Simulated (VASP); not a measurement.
# W (Im-3m) in VASP: single point with r2SCAN

Aim: the single point of W with r2SCAN.

All numbers are computed with VASP 6.6.1; they aren't measurements. Logs are shortened: lines on timing, memory, paths and dates and some standing lists are left out, and cuts for length are marked.

### Step 1. The cell of the first run

It takes space group Im-3m (No. 229, cubic). The conventional cell has a = 3.227 Å, b = 3.227 Å, c = 3.227 Å, α = 90.00°, β = 90.00°, γ = 90.00°. W (site symmetry m-3m) has 14 W at 2.79 to 3.23 Å within 3.7 Å.

### Step 2. Single point, r2SCAN

The input, POSCAR:

```
W
1.0
   -1.6136550000      1.6136550000      1.6136550000
    1.6136550000     -1.6136550000      1.6136550000
    1.6136550000      1.6136550000     -1.6136550000
W
1
Direct
    0.0000000000      0.0000000000      0.0000000000
```

The input, INCAR.step1:

```
SYSTEM = W
  PREC = Accurate
  ENCUT = 520
  ISMEAR = -1
  SIGMA = 0.1
  LREAL = .FALSE.
  LASPH = .TRUE.
  NELM = 80
  NBANDS = 13
  GGA = PE
  ALGO = Normal
  EDIFF = 1E-4
  LWAVE = .TRUE.
  LCHARG = .FALSE.
```

The input, INCAR.step2:

```
SYSTEM = W
  PREC = Accurate
  ENCUT = 520
  EDIFF = 1E-6
  ISMEAR = -1
  SIGMA = 0.1
  LREAL = .FALSE.
  LASPH = .TRUE.
  NELM = 80
  ALGO = Normal
  ISIF = 2
  LWAVE = .FALSE.
  LCHARG = .FALSE.
  METAGGA = R2SCAN
  LMIXTAU = .TRUE.
  NBANDS = 13
  ISTART = 1
```

The input, KPOINTS:

```
Automatic mesh
0
G
  15 15 15
  0 0 0
```

Potentials or basis: VASP PAW PBE potentials, release 64 (W_sv).

On the command line:

```sh
cat potpaw_PBE.64/W_sv/POTCAR > POTCAR
cp INCAR.step1 INCAR
mpirun -np 1 vasp_std > vasp.out
cp INCAR.step2 INCAR
mpirun -np 1 vasp_std > vasp.out
```

OUTCAR:

```text
SYSTEM = W
   PREC = Accurate
   ENCUT = 520
   EDIFF = 1E-6
   ISMEAR = -1
   LREAL = .FALSE.
   LASPH = .TRUE.
   NELM = 80
   ISIF = 2
   METAGGA = R2SCAN
   ISTART = 1

 ion  position               nearest neighbor table
   1  0.000  0.000  0.000-

  LATTYP: Found a body centered cubic cell.
 ALAT       =     3.2273100000

  Lattice vectors:

 A1 = (  -1.6136550000,   1.6136550000,   1.6136550000)
 A2 = (   1.6136550000,  -1.6136550000,   1.6136550000)
 A3 = (   1.6136550000,   1.6136550000,  -1.6136550000)

Analysis of symmetry for initial positions (statically):
=====================================================================
 Subroutine PRICEL returns:
 Original cell was already a primitive cell.

 Routine SETGRP: Setting up the symmetry group for a
 body centered cubic supercell.

 Subroutine GETGRP returns: Found 48 space group operations
 (whereof 48 operations were pure point group operations)
 out of a pool of 48 trial point group operations.

The static configuration has the point symmetry O_h .

Analysis of symmetry for dynamics (positions and initial velocities):
=====================================================================
 Subroutine PRICEL returns:
 Original cell was already a primitive cell.

 Routine SETGRP: Setting up the symmetry group for a
 body centered cubic supercell.

 Subroutine GETGRP returns: Found 48 space group operations
 (whereof 48 operations were pure point group operations)
 out of a pool of 48 trial point group operations.

The dynamic configuration has the point symmetry O_h .

 Subroutine INISYM returns: Found 48 space group operations
 (whereof 48 operations are pure point group operations),
 and found     1 'primitive' translations

----------------------------------------------------------------------------------------

                                     Primitive cell

  volume of cell :      16.8071

  direct lattice vectors                    reciprocal lattice vectors
    -1.613655000  1.613655000  1.613655000     0.000000000  0.309855576  0.309855576
     1.613655000 -1.613655000  1.613655000     0.309855576  0.000000000  0.309855576
     1.613655000  1.613655000 -1.613655000     0.309855576  0.309855576  0.000000000

  length of vectors
     2.794932446  2.794932446  2.794932446     0.438201958  0.438201958  0.438201958

  position of ions in fractional coordinates (direct lattice)
     0.000000000  0.000000000  0.000000000

  ion indices of the primitive-cell ions
   primitive index   ion index
                 1           1

----------------------------------------------------------------------------------------

 KPOINTS: Automatic mesh

Automatic generation of k-mesh.
 Grid dimensions read from file:
 generate k-points for:   15   15   15

 Generating k-lattice:

  Cartesian coordinates                     Fractional coordinates (reciprocal lattice)
     0.000000000  0.020657038  0.020657038     0.066666667  0.000000000  0.000000000
     0.020657038  0.000000000  0.020657038     0.000000000  0.066666667  0.000000000
     0.020657038  0.020657038  0.000000000     0.000000000  0.000000000  0.066666667

  Length of vectors
     0.029213464  0.029213464  0.029213464

  Shift w.r.t. Gamma in fractional coordinates (k-lattice)
     0.000000000  0.000000000  0.000000000

 Subroutine IBZKPT returns following result:
 ===========================================

 Found    120 irreducible k-points:

 Following reciprocal coordinates:
            Coordinates               Weight
  0.000000  0.000000  0.000000      1.000000
  0.066667  0.000000  0.000000     12.000000
  0.133333  0.000000  0.000000     12.000000
  0.200000  0.000000  0.000000     12.000000
  0.266667  0.000000  0.000000     12.000000
  0.333333  0.000000  0.000000     12.000000
[... 16 lines left out ...]
  0.333333  0.200000  0.000000     48.000000
  0.400000  0.200000  0.000000     24.000000
 [... further k-points ...]
   k-points           NKPTS =    120   k-points in BZ     NKDIM =    120   number of bands    NBANDS=     13
   number of dos      NEDOS =    301   number of ions     NIONS =      1
   total plane-waves  NPLWV =  13824
   dimension x,y,z NGX =    24 NGY =   24 NGZ =   24
   dimension x,y,z NGXF=    48 NGYF=   48 NGZF=   48
   ions per type =               1
   NGX,Y,Z   is equivalent  to a cutoff of  14.28, 14.28, 14.28 a.u.
   NGXF,Y,Z  is equivalent  to a cutoff of  28.55, 28.55, 28.55 a.u.
 SYSTEM =  W
   PREC   = accura    normal or accurate (medium, high low for compatibility)
   ISTART =      1    job   : 0-new  1-cont  2-samecut
   ICHARG =      0    charge: 1-file 2-atom 10-const
   ISPIN  =      1    spin polarized calculation?
   LNONCOLLINEAR =      F non collinear calculations
   LSORBIT =      F    spin-orbit coupling
   LASPH  =      T    aspherical Exc in radial PAW
   ENCUT  =  520.0 eV  38.22 Ry    6.18 a.u.   5.20  5.20  5.20*2*pi/ulx,y,z
   NELM   =     80;   NELMIN=  2; NELMDL=  0     # of ELM steps
   EDIFF  = 0.1E-05   stopping-criterion for ELM
   LREAL  =      F    real-space projection
   EDIFFG = 0.1E-04   stopping-criterion for IOM
   NSW    =      0    number of steps for IOM
   IBRION =     -1    ionic relax: 0-MD 1-quasi-New 2-CG
   NFREE  =      0    steps in history (QN), initial steepest desc. (CG)
   ISIF   =      2    stress and relaxation
   ISYM   =      2    0-nonsym 1-usesym 2-fastsym
   POTIM  = 0.5000    time-step for ionic-motion
   TEBEG  =    0.0;   TEEND  =   0.0 temperature during run
   PSTRESS=    0.0 pullay stress
   NELECT =      14.0000    total number of electrons
   NUPDOWN=      -1.0000    fix difference up-down
   EMIN   =  10.00;   EMAX   =-10.00  energy-range for DOS
   EFERMI =   0.00;   METHOD = LEGACY
   ISMEAR =    -1;   SIGMA  =   0.10  broadening in eV -4-tet -1-fermi 0-gaus
   EFERMI_NEDOS =   21; number of points for ismear=-14 and -15
   IALGO  =     38    algorithm
   IMIX   =      4    mixing-type and parameters
     AMIX     =   0.40;   BMIX     =  1.00
     AMIX_MAG =   1.60;   BMIX_MAG =  1.00
  volume/ion in A,a.u.               =      16.81       113.42
  Fermi-wavevector in a.u.,A,eV,Ry     =   1.540353  2.910844 32.282356  2.372686
  Thomas-Fermi vector in A             =   2.646452
   LORBIT       =      0    0 simple, 1 ext, 2 COOP (PROOUT), +10 PAW based schemes
   METAGGA = R2SCAN    functional components
   LHFCALC =     F    Hartree Fock is set to
   AEXX    =    0.0000 exact exchange contribution
   IVDW    =     0    specifies the selected vdW correction
   LEPSILON=     F    determine dielectric tensor
   LRPA    =     F    only Hartree local field effects (RPA)
 non-spin polarized calculation
  energy-cutoff  :      520.00
  volume of cell :       16.81
 maximum number of plane-waves:       466
 NGX is ok and might be reduce to    24
   NGX = 11   NGY = 11   NGZ = 11

 number of electron      13.9999999 magnetization

 Free energy of the ion-electron system (eV)
  ---------------------------------------------------
  ext. energy  EPLUGINS =         0.00000000
  ---------------------------------------------------
  free energy    TOTEN  =       -51.31747822 eV

  energy without entropy =      -51.30422227  energy(sigma->0) =      -51.31085025

 E-fermi :  10.4177     XC(G=0): -14.5839

 val. band max:       10.3786742406   @ k =  -0.3333   0.4000   0.2667
 cond. band min:      10.4540998578   @ k =   0.4667   0.0667   0.0000
 fundamental gap:      0.0754256172
 Fermi energy:        10.4176851648

 k-point     1 :       0.0000    0.0000    0.0000
  band No.  band energies     occupation
      1     -65.7376      2.00000
      2     -28.6806      2.00000
      3     -28.6806      2.00000
      4     -28.6806      2.00000
      5       0.6664      2.00000
      6       9.2720      1.99998
      7       9.2720      1.99998
      8       9.2720      1.99998
      9      12.8904      0.00000
     10      12.8904      0.00000
     11      25.5857      0.00000
     12      25.5857      0.00000
     13      25.5857      0.00000

 k-point     2 :       0.0667    0.0000    0.0000
  band No.  band energies     occupation
      1     -65.7325      2.00000
      2     -28.7331      2.00000
      3     -28.6971      2.00000
      4     -28.6808      2.00000
      5       0.8757      2.00000
      6       9.1461      1.99999
      7       9.2415      1.99998
      8       9.4719      1.99984
      9      12.6937      0.00000
     10      12.8909      0.00000
     11      25.7558      0.00000
     12      25.9433      0.00000
     13      26.0591      0.00000

 k-point     3 :       0.1333    0.0000    0.0000
  band No.  band energies     occupation
      1     -65.7183      2.00000
      2     -28.8795      2.00000
      3     -28.7435      2.00000
      4     -28.6813      2.00000
      5       1.4730      2.00000
      6       8.8088      2.00000
      7       9.1040      2.00000
      8      10.0619      1.94459
      9      12.3217      0.00000
     10      12.9063      0.00000
     11      26.1190      0.00000
     12      26.9710      0.00000
     13      27.1329      0.00000

 k-point     4 :       0.2000    0.0000    0.0000
  band No.  band energies     occupation
      1     -65.6974      2.00000
      2     -29.0902      2.00000
      3     -28.8111      2.00000
      4     -28.6820      2.00000
      5       2.3550      2.00000
      6       8.3542      2.00000
      7       8.8255      2.00000
      8      11.0115      0.00526
      9      12.1449      0.00000
     10      12.9669      0.00000
     11      26.1495      0.00000
     12      27.6776      0.00000
     13      28.5591      0.00000

 k-point     5 :       0.2667    0.0000    0.0000
  band No.  band energies     occupation
      1     -65.6732      2.00000
      2     -29.3255      2.00000
      3     -28.8878      2.00000
      4     -28.6830      2.00000
      5       3.3084      2.00000
      6       7.8818      2.00000
      7       8.6199      2.00000
      8      12.2629      0.00000
      9      12.2637      0.00000
     10      13.0969      0.00000
     11      25.3472      0.00000
     12      26.5022      0.00000
     13      30.5744      0.00000
[... 257 lines left out ...]
 k-point    22 :       0.2667    0.2000    0.0000
  band No.  band energies     occupation
      1     -65.6273      2.00000
      2     -29.6018      2.00000
      3     -29.0964      2.00000
      4     -28.7857      2.00000
      5       5.2889      2.00000
      6       7.3320      2.00000
      7       8.1878      2.00000
      8      12.2408      0.00000
      9      13.6422      0.00000
     10      16.2581      0.00000
     11      22.1231      0.00000
     12      25.2619      0.00000
     13      27.2144      0.00000

 k-point    23 :       0.3333    0.2000    0.0000
  band No.  band energies     occupation
      1     -65.6157      2.00000
      2     -29.6585      2.00000
      3     -29.1783      2.00000
      4     -28.7929      2.00000
      5       5.4479      2.00000
      6       7.2407      2.00000
      7       8.6834      2.00000
      8      12.5043      0.00000
      9      13.7444      0.00000
     10      17.7482      0.00000
     11      20.4338      0.00000
     12      24.1197      0.00000
     13      26.7334      0.00000

 k-point    24 :       0.4000    0.2000    0.0000
  band No.  band energies     occupation
      1     -65.6116      2.00000
      2     -29.6765      2.00000
      3     -29.2095      2.00000
      4     -28.7950      2.00000
      5       5.4535      2.00000
      6       7.2161      2.00000
      7       8.9510      2.00000
      8      12.5578      0.00000
      9      13.8981      0.00000
     10      18.4695      0.00000
     11      19.6389      0.00000
     12      23.6036      0.00000
     13      26.5850      0.00000

 [... further k-points ...]
[... 5 lines left out ...]
  --------------------------------------------------------------------------------------
  -------------------------------------------------------------------------------------
  Total       -1.5430693     -1.5430693     -1.5430693      0.0000000      0.0000000     -0.0000000
  in kB     -147.0970497   -147.0970497   -147.0970497      0.0000000      0.0000000     -0.0000000
  external PRESSURE =    -147.0970497 kB  Pullay stress =       0.0000000 kB

 VOLUME and BASIS-vectors are now :
 -----------------------------------------------------------------------------
  energy-cutoff  :      520.00
  volume of cell :       16.81
      direct lattice vectors                 reciprocal lattice vectors
    -1.613655000  1.613655000  1.613655000     0.000000000  0.309855576  0.309855576
     1.613655000 -1.613655000  1.613655000     0.309855576  0.000000000  0.309855576
     1.613655000  1.613655000 -1.613655000     0.309855576  0.309855576  0.000000000

 POSITION                                       TOTAL-FORCE (eV/Angst)
 -----------------------------------------------------------------------------------
      0.00000      0.00000      0.00000        -0.000000     -0.000000      0.000000
 -----------------------------------------------------------------------------------
    total drift:                                0.000000      0.000000     -0.000000

  FREE ENERGIE OF THE ION-ELECTRON SYSTEM (eV)
  ---------------------------------------------------
  free  energy   TOTEN  =       -51.3174782236 eV

  energy  without entropy=      -51.3042222731  energy(sigma->0) =      -51.31085025
```

It took 36 s on 1 thread of Intel Xeon 6975P-C (Granite Rapids), shared host; peak memory 0.16 GiB.

What came out:

| Quantity | Value |
| --- | --- |
| Free energy | -51.3175 eV |
| Pressure | -14.7 GPa |
| Band gap on the k mesh | zero (band 7 reaches 14.89 eV, above the bottom of band 8 at 9.27 eV) |

Caveat: the PAW data sets were made with another functional, which shifts forces and pressure a little; spin-orbit coupling is left out, which moves the levels of the heavy elements.
